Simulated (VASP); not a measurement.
# LiF (Griceite) (Fm-3m) in VASP: further runs

LiF (Griceite) is run at these levels: PBE; tasks: single point, relaxation of cell and atoms.

Program: VASP 6.6.1. These are calculated values, not measurements. Logs are shortened: lines on timing, memory, paths and dates and some standing lists are left out, and cuts for length are marked.

**1. The cell of the first run**

It takes space group Fm-3m (No. 225, cubic). Conventional cell: a = 4.147 Å, b = 4.147 Å, c = 4.147 Å, α = 90.00°, β = 90.00°, γ = 90.00°. Within 2.7 Å of Li (site symmetry m-3m) lie 6 F at 2.07 Å. F (site symmetry m-3m) has 6 Li at 2.07 Å within 2.7 Å.

**2. Single point, PBE (volume scaled by 1.06)**

INCAR reads:

```
SYSTEM = LiF
  PREC = Accurate
  ENCUT = 520
  EDIFF = 1E-6
  ISMEAR = 0
  SIGMA = 0.02
  LREAL = .FALSE.
  LASPH = .TRUE.
  NELM = 60
  ALGO = Normal
  ISIF = 2
  LWAVE = .FALSE.
  LCHARG = .FALSE.
  GGA = PE
  NBANDS = 12
```

KPOINTS reads:

```
Automatic mesh
0
G
  10 10 10
  0 0 0
```

POSCAR reads:

```
LiF
1.0
    0.0000000000      2.0734172672      2.0734172672
    2.0734172672      0.0000000000      2.0734172672
    2.0734172672      2.0734172672      0.0000000000
Li F
1 1
Direct
    0.0000000000      0.0000000000      0.0000000000
    0.5000000000      0.5000000000      0.5000000000
```

Potentials or basis: VASP PAW PBE potentials, release 64 (Li_sv, F).

On the command line:

```sh
$ cat potpaw_PBE.64/Li_sv/POTCAR potpaw_PBE.64/F/POTCAR > POTCAR
$ mpirun -np 1 vasp_std > vasp.out
```

OUTCAR:

```text
SYSTEM = LiF
   PREC = Accurate
   ENCUT = 520
   EDIFF = 1E-6
   ISMEAR = 0
   LREAL = .FALSE.
   LASPH = .TRUE.
   NELM = 60
   ISIF = 2
   GGA = PE

 ion  position               nearest neighbor table
   1  0.000  0.000  0.000-   2 2.07   2 2.07   2 2.07   2 2.07   2 2.07   2 2.07
   2  0.500  0.500  0.500-   1 2.07   1 2.07   1 2.07   1 2.07   1 2.07   1 2.07

  LATTYP: Found a face centered cubic cell.
 ALAT       =     4.1468345344

  Lattice vectors:

 A1 = (   0.0000000000,   2.0734172672,   2.0734172672)
 A2 = (   2.0734172672,   0.0000000000,   2.0734172672)
 A3 = (   2.0734172672,   2.0734172672,   0.0000000000)

Analysis of symmetry for initial positions (statically):
=====================================================================
 Subroutine PRICEL returns:
 Original cell was already a primitive cell.

 Routine SETGRP: Setting up the symmetry group for a
 face centered cubic supercell.

 Subroutine GETGRP returns: Found 48 space group operations
 (whereof 48 operations were pure point group operations)
 out of a pool of 48 trial point group operations.

The static configuration has the point symmetry O_h .

Analysis of symmetry for dynamics (positions and initial velocities):
=====================================================================
 Subroutine PRICEL returns:
 Original cell was already a primitive cell.

 Routine SETGRP: Setting up the symmetry group for a
 face centered cubic supercell.

 Subroutine GETGRP returns: Found 48 space group operations
 (whereof 48 operations were pure point group operations)
 out of a pool of 48 trial point group operations.

The dynamic configuration has the point symmetry O_h .

 Subroutine INISYM returns: Found 48 space group operations
 (whereof 48 operations are pure point group operations),
 and found     1 'primitive' translations

----------------------------------------------------------------------------------------

                                     Primitive cell

  volume of cell :      17.8275

  direct lattice vectors                    reciprocal lattice vectors
     0.000000000  2.073417267  2.073417267    -0.241147794  0.241147794  0.241147794
     2.073417267  0.000000000  2.073417267     0.241147794 -0.241147794  0.241147794
     2.073417267  2.073417267  0.000000000     0.241147794  0.241147794 -0.241147794

  length of vectors
     2.932254820  2.932254820  2.932254820     0.417680231  0.417680231  0.417680231

  position of ions in fractional coordinates (direct lattice)
     0.000000000  0.000000000  0.000000000
     0.500000000  0.500000000  0.500000000

  ion indices of the primitive-cell ions
   primitive index   ion index
                 1           1
                 2           2

----------------------------------------------------------------------------------------

 KPOINTS: Automatic mesh

Automatic generation of k-mesh.
 Grid dimensions read from file:
 generate k-points for:   10   10   10

 Generating k-lattice:

  Cartesian coordinates                     Fractional coordinates (reciprocal lattice)
    -0.024114779  0.024114779  0.024114779     0.100000000  0.000000000  0.000000000
     0.024114779 -0.024114779  0.024114779     0.000000000  0.100000000  0.000000000
     0.024114779  0.024114779 -0.024114779     0.000000000  0.000000000  0.100000000

  Length of vectors
     0.041768023  0.041768023  0.041768023

  Shift w.r.t. Gamma in fractional coordinates (k-lattice)
     0.000000000  0.000000000  0.000000000

 Subroutine IBZKPT returns following result:
 ===========================================

 Found     47 irreducible k-points:

 Following reciprocal coordinates:
            Coordinates               Weight
  0.000000  0.000000  0.000000      1.000000
  0.100000  0.000000  0.000000      8.000000
  0.200000  0.000000  0.000000      8.000000
  0.300000  0.000000  0.000000      8.000000
  0.400000  0.000000  0.000000      8.000000
  0.500000  0.000000  0.000000      4.000000
[... 16 lines left out ...]
  0.300000  0.300000  0.000000      6.000000
  0.400000  0.300000  0.000000     24.000000
 [... further k-points ...]
   k-points           NKPTS =     47   k-points in BZ     NKDIM =     47   number of bands    NBANDS=     12
   number of dos      NEDOS =    301   number of ions     NIONS =      2
   total plane-waves  NPLWV =  13824
   dimension x,y,z NGX =    24 NGY =   24 NGZ =   24
   dimension x,y,z NGXF=    48 NGYF=   48 NGZF=   48
   ions per type =               1   1
   NGX,Y,Z   is equivalent  to a cutoff of  13.61, 13.61, 13.61 a.u.
   NGXF,Y,Z  is equivalent  to a cutoff of  27.21, 27.21, 27.21 a.u.
 SYSTEM =  LiF
   PREC   = accura    normal or accurate (medium, high low for compatibility)
   ISTART =      0    job   : 0-new  1-cont  2-samecut
   ICHARG =      2    charge: 1-file 2-atom 10-const
   ISPIN  =      1    spin polarized calculation?
   LNONCOLLINEAR =      F non collinear calculations
   LSORBIT =      F    spin-orbit coupling
   LASPH  =      T    aspherical Exc in radial PAW
   ENCUT  =  520.0 eV  38.22 Ry    6.18 a.u.   5.45  5.45  5.45*2*pi/ulx,y,z
   NELM   =     60;   NELMIN=  2; NELMDL= -5     # of ELM steps
   EDIFF  = 0.1E-05   stopping-criterion for ELM
   LREAL  =      F    real-space projection
   EDIFFG = 0.1E-04   stopping-criterion for IOM
   NSW    =      0    number of steps for IOM
   IBRION =     -1    ionic relax: 0-MD 1-quasi-New 2-CG
   NFREE  =      0    steps in history (QN), initial steepest desc. (CG)
   ISIF   =      2    stress and relaxation
   ISYM   =      2    0-nonsym 1-usesym 2-fastsym
   POTIM  = 0.5000    time-step for ionic-motion
   TEBEG  =    0.0;   TEEND  =   0.0 temperature during run
   PSTRESS=    0.0 pullay stress
   NELECT =      10.0000    total number of electrons
   NUPDOWN=      -1.0000    fix difference up-down
   EMIN   =  10.00;   EMAX   =-10.00  energy-range for DOS
   EFERMI =   0.00;   METHOD = LEGACY
   ISMEAR =     0;   SIGMA  =   0.02  broadening in eV -4-tet -1-fermi 0-gaus
   EFERMI_NEDOS =   21; number of points for ismear=-14 and -15
   IALGO  =     38    algorithm
   IMIX   =      4    mixing-type and parameters
     AMIX     =   0.40;   BMIX     =  1.00
     AMIX_MAG =   1.60;   BMIX_MAG =  1.00
  volume/ion in A,a.u.               =       8.91        60.15
  Fermi-wavevector in a.u.,A,eV,Ry     =   1.350138  2.551391 24.801683  1.822872
  Thomas-Fermi vector in A             =   2.477667
   LORBIT       =      0    0 simple, 1 ext, 2 COOP (PROOUT), +10 PAW based schemes
   GGA     = PE    functional components
   LHFCALC =     F    Hartree Fock is set to
   AEXX    =    0.0000 exact exchange contribution
   IVDW    =     0    specifies the selected vdW correction
   LEPSILON=     F    determine dielectric tensor
   LRPA    =     F    only Hartree local field effects (RPA)
 non-spin polarized calculation
 Gauss-broadening in eV      SIGMA  =   0.02
  energy-cutoff  :      520.00
  volume of cell :       17.83
 maximum number of plane-waves:       531
 NGX is ok and might be reduce to    24
   NGX = 11   NGY = 11   NGZ = 11

 number of electron      10.0000011 magnetization

 Free energy of the ion-electron system (eV)
  ---------------------------------------------------
  ext. energy  EPLUGINS =         0.00000000
  ---------------------------------------------------
  free energy    TOTEN  =        -9.62990239 eV

  energy without entropy =       -9.62990239  energy(sigma->0) =       -9.62990239

 E-fermi :  -1.1867     XC(G=0):  -9.5649

 val. band max:       -1.5154869295   @ k =   0.0000   0.0000   0.0000
 cond. band min:       6.8376186464   @ k =   0.0000   0.0000   0.0000
 fundamental gap:      8.3531055760
 Fermi energy:        -1.1867041861

 k-point     1 :       0.0000    0.0000    0.0000
  band No.  band energies     occupation
      1     -42.6526      2.00000
      2     -21.2641      2.00000
      3      -1.5155      2.00000
      4      -1.5155      2.00000
      5      -1.5155      2.00000
      6       6.8376      0.00000
      7      21.3158      0.00000
      8      21.3159      0.00000
      9      21.3159      0.00000
     10      21.9532      0.00000
     11      21.9532      0.00000
     12      21.9532      0.00000

 k-point     2 :       0.1000    0.0000    0.0000
  band No.  band energies     occupation
      1     -42.6485      2.00000
      2     -21.2296      2.00000
      3      -1.7779      2.00000
      4      -1.5356      2.00000
      5      -1.5356      2.00000
      6       7.1298      0.00000
      7      18.9292      0.00000
      8      20.2234      0.00000
      9      20.2234      0.00000
     10      22.8077      0.00000
     11      22.8842      0.00000
     12      22.8843      0.00000

 k-point     3 :       0.2000    0.0000    0.0000
  band No.  band energies     occupation
      1     -42.6384      2.00000
      2     -21.1403      2.00000
      3      -2.4026      2.00000
      4      -1.5872      2.00000
      5      -1.5872      2.00000
      6       7.8018      0.00000
      7      16.5397      0.00000
      8      18.8384      0.00000
      9      18.8385      0.00000
     10      23.6872      0.00000
     11      24.1713      0.00000
     12      24.1713      0.00000
[... 286 lines left out ...]
 k-point    23 :       0.3000    0.3000    0.0000
  band No.  band energies     occupation
      1     -42.6185      2.00000
      2     -20.9126      2.00000
      3      -3.2175      2.00000
      4      -2.0961      2.00000
      5      -2.0961      2.00000
      6       9.9467      0.00000
      7      15.9150      0.00000
      8      16.6438      0.00000
      9      17.9439      0.00000
     10      17.9439      0.00000
     11      30.9644      0.00000
     12      31.6407      0.00000

 k-point    24 :       0.4000    0.3000    0.0000
  band No.  band energies     occupation
      1     -42.6109      2.00000
      2     -20.8223      2.00000
      3      -3.5773      2.00000
      4      -2.2812      2.00000
      5      -2.1827      2.00000
      6      10.7750      0.00000
      7      14.7261      0.00000
      8      16.1119      0.00000
      9      17.6986      0.00000
     10      18.7626      0.00000
     11      30.4584      0.00000
     12      31.8726      0.00000

 [... further k-points ...]
[... 5 lines left out ...]
  --------------------------------------------------------------------------------------
  -------------------------------------------------------------------------------------
  Total       -0.4327549     -0.4327549     -0.4327549      0.0000000      0.0000000     -0.0000000
  in kB      -38.8921906    -38.8921906    -38.8921906      0.0000000      0.0000000     -0.0000000
  external PRESSURE =     -38.8921906 kB  Pullay stress =       0.0000000 kB

 VOLUME and BASIS-vectors are now :
 -----------------------------------------------------------------------------
  energy-cutoff  :      520.00
  volume of cell :       17.83
      direct lattice vectors                 reciprocal lattice vectors
     0.000000000  2.073417267  2.073417267    -0.241147794  0.241147794  0.241147794
     2.073417267  0.000000000  2.073417267     0.241147794 -0.241147794  0.241147794
     2.073417267  2.073417267  0.000000000     0.241147794  0.241147794 -0.241147794

 POSITION                                       TOTAL-FORCE (eV/Angst)
 -----------------------------------------------------------------------------------
      0.00000      0.00000      0.00000         0.000000      0.000000     -0.000000
      2.07342      2.07342      2.07342         0.000000      0.000000      0.000000
 -----------------------------------------------------------------------------------
    total drift:                               -0.000000     -0.000000      0.000000

  FREE ENERGIE OF THE ION-ELECTRON SYSTEM (eV)
  ---------------------------------------------------
  free  energy   TOTEN  =        -9.6299023905 eV

  energy  without entropy=       -9.6299023905  energy(sigma->0) =       -9.62990239
```

It took 6.1 s on 1 thread of Intel Xeon Platinum 8488C (Sapphire Rapids), shared host; peak memory 0.13 GiB.

What came out:

| Quantity | Value |
| --- | --- |
| Free energy | -9.6299 eV |
| Band gap on the k mesh | 8.35 eV, direct |

Caveat: the cell differs from its parent crystal (volume scaled by 1.06); the cutoff is under 1.25 times the usual one of these potentials, so pressure, stress and relaxed cells hold a basis-set (Pulay) error.

**3. Single point, PBE (volume scaled by 1.10)**

INCAR reads:

```
PREC = Accurate
ENCUT = 520
EDIFF = 1E-6
ISMEAR = 0
SIGMA = 0.02
LREAL = F
LASPH = T
NELM = 100
ALGO = Normal
ISIF = 2
LWAVE = F
LCHARG = T
GGA = PE
LELF = T
LVHAR = T
NBANDS = 12
```

KPOINTS reads:

```
Automatic mesh
0
Gamma
  10 10 10
```

POSCAR reads:

```
LiF
1.0
    0.0000000000      2.0991766373      2.0991766373
    2.0991766373      0.0000000000      2.0991766373
    2.0991766373      2.0991766373      0.0000000000
Li F
1 1
Direct
    0.0000000000      0.0000000000      0.0000000000
    0.5000000000      0.5000000000      0.5000000000
```

Potentials or basis: VASP PAW PBE potentials, release 64 (Li_sv, F).

On the command line:

```sh
$ cat potpaw_PBE.64/Li_sv/POTCAR potpaw_PBE.64/F/POTCAR > POTCAR
$ mpirun -np 1 vasp_std > vasp.out
```

Run time: 6.1 s. Hardware: 1 thread of Intel Xeon Platinum 8488C (Sapphire Rapids), shared host; peak memory 0.13 GiB.

The run converged. Its results:

```yaml
Free_energy: -9.6116 eV
Band_gap_on_the_k_mesh: 8.06 eV, direct
```

Levels at points of the mesh, in eV from the valence-band top:
```tsv
k point	band 3	band 4	band 5	band 6	band 7	band 8
(0.00, 0.00, 0.00)	0.00	0.00	0.00	8.07	22.36	22.36
(0.50, 0.00, 0.00)	-2.16	-0.19	-0.19	10.14	15.32	17.91
(0.50, 0.50, 0.00)	-2.51	-0.83	-0.83	13.69	15.87	16.01
```

Caveat: the cell differs from its parent crystal (volume scaled by 1.10); the cutoff is under 1.25 times the usual one of these potentials, so pressure, stress and relaxed cells hold a basis-set (Pulay) error. A k mesh can miss the band edges.

**4. Relaxation of cell and atoms, PBE**

This run uses another cell than the first one, of 8.17 Å³/atom, 0.916 times its volume.

INCAR reads:

```
PREC = Accurate ; ENCUT = 600
EDIFF = 1E-6 ; ISMEAR = 0
SIGMA = 0.02 ; LREAL = False
LASPH = True ; NELM = 100
ALGO = Normal ; ISIF = 3
LWAVE = False ; LCHARG = False
GGA = PE ; IBRION = 2
NSW = 100 ; EDIFFG = -0.005
```

KPOINTS reads:

```
regular mesh
0
Gamma
  10 10 10
```

POSCAR reads:

```
LiF
1.0
    0.0000000000      2.0140000000      2.0140000000
    2.0140000000      0.0000000000      2.0140000000
    2.0140000000      2.0140000000      0.0000000000
Li F
1 1
Direct
    0.0000000000      0.0000000000      0.0000000000
    0.5000000000      0.5000000000      0.5000000000
```

On the command line:

```sh
$ cat potpaw_PBE.64/Li_sv/POTCAR potpaw_PBE.64/F/POTCAR > POTCAR
$ mpirun -np 1 vasp_std > vasp.out
```

Run time: 9.6 s. Hardware: 1 thread of Intel Xeon Platinum 8488C (Sapphire Rapids), shared host; peak memory 0.13 GiB.

The run converged. Its results:

```
Free energy                            : -9.6414 eV
Relaxed volume                         : 8.34 Å³/atom
Relaxed cell                           : a = 2.868 Å, b = 2.868 Å, c = 2.868 Å, α = 60.00°, β = 60.00°, γ = 60.00°
Space group after relaxing (to 0.05 Å) : Fm-3m (No. 225)
Energy gained by relaxing              : 0.7 meV/atom
Ionic steps                            : 3
Pressure after relaxing                : -0.1 GPa
Band gap on the k mesh                 : 8.91 eV, direct
```

The path:
```
step  energy change (eV)  largest force (eV/Å)  pressure (GPa)  volume (Å³)
   1              0.0000                0.0000            1.33        16.34
   2             -0.0010                0.0000            0.68        16.50
   3             -0.0013                0.0000           -0.06        16.67
```

Final structure:
```
CELL_PARAMETERS angstrom
0.00000 2.02765 2.02765
2.02765 0.00000 2.02765
2.02765 2.02765 0.00000
ATOMIC_POSITIONS crystal
Li 0.00000 0.00000 0.00000
F 0.50000 0.50000 0.50000
```

Levels at points of the mesh, in eV from the valence-band top:
```tsv
k point	band 1	band 2	band 3	band 4	band 5	band 6	band 7	band 8	band 9
(0.00, 0.00, 0.00)	-40.96	-19.92	0.00	0.00	0.00	8.91	23.70	23.70	23.70
(0.50, 0.00, 0.00)	-40.91	-19.50	-2.46	-0.22	-0.22	10.67	16.50	18.74	18.74
(0.50, 0.50, 0.00)	-40.90	-19.25	-2.92	-0.97	-0.97	14.62	16.38	17.20	20.00
```

Caveat: the cutoff is under 1.25 times the usual one of these potentials, so pressure, stress and relaxed cells hold a basis-set (Pulay) error. PBE usually gives volumes a little too large and moduli too small.

**5. The runs side by side**

```csv
task,cell,cutoff (eV),gap on the mesh (eV)
single point,"a = 2.932 Å, angles 60.0°, 2 atoms",520,8.35
single point,"a = 2.969 Å, angles 60.0°, 2 atoms",520,8.06
relaxation of cell and atoms,"relaxed from a = 2.848 Å, angles 60.0°, 2 atoms",600,8.91
```

Alike in all rows: level PBE; potentials or basis VASP PAW PBE potentials, release 64 (Li_sv, F); no spin polarisation; k mesh 10 × 10 × 10; smearing gaussian 0.02 eV.

Caveats: the cutoff is under 1.25 times the usual one of these potentials, so pressure, stress and relaxed cells hold a basis-set (Pulay) error.

Total energies depend on the potentials used, so only differences within one code and one set of settings carry meaning.
